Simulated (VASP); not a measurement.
The system is Rh.

```xyz
1
Lattice="0.0000 1.8979 1.8979 1.8979 0.0000 1.8979 1.8979 1.8979 0.0000" Properties=species:S:1:pos:R:3 pbc="T T T"
Rh    0.0000    0.0000    0.0000
```

* Program: VASP 6.6.1
* Task: relaxation of volume and atoms at fixed shape
* Functional: LDA
* Potentials or basis: VASP PAW LDA potentials, release 64 (Rh_pv)
* Cutoff: 600 eV
* k mesh: 21 × 21 × 21
* Occupations: methfessel-paxton, width 0.05 eV
* Spin: no spin polarisation

At the start: pressure -9.2 GPa; volume 13.67 Å³/atom.

Problem. How do energy, volume and symmetry change on relaxing?

Solution. Over 4 steps the energy falls by 12.3 meV/atom and the volume is 13.25 Å³/atom (-3.1 %); space group Fm-3m (No. 225, to 0.1 Å) before and after.

The path:
| step | energy change (eV) | largest force (eV/Å) | pressure (GPa) | volume (Å³) |
| --- | --- | --- | --- | --- |
| 1 | 0.0000 | 0.0000 | -9.15 | 13.67 |
| 2 | 0.0892 | 0.0000 | 33.15 | 12.18 |
| 3 | -0.0123 | 0.0000 | -0.38 | 13.27 |
| 4 | -0.0123 | 0.0000 | -0.05 | 13.25 |

Final structure:
```cif
data_structure
_symmetry_space_group_name_H-M 'P 1'
_symmetry_Int_Tables_number 1
_cell_length_a 2.6562
_cell_length_b 2.6562
_cell_length_c 2.6562
_cell_angle_alpha 60.000
_cell_angle_beta 60.000
_cell_angle_gamma 60.000
_cell_volume 13.25
loop_
_atom_site_label
_atom_site_type_symbol
_atom_site_fract_x
_atom_site_fract_y
_atom_site_fract_z
_atom_site_occupancy
Rh1 Rh 0.00000 0.00000 0.00000 1
```
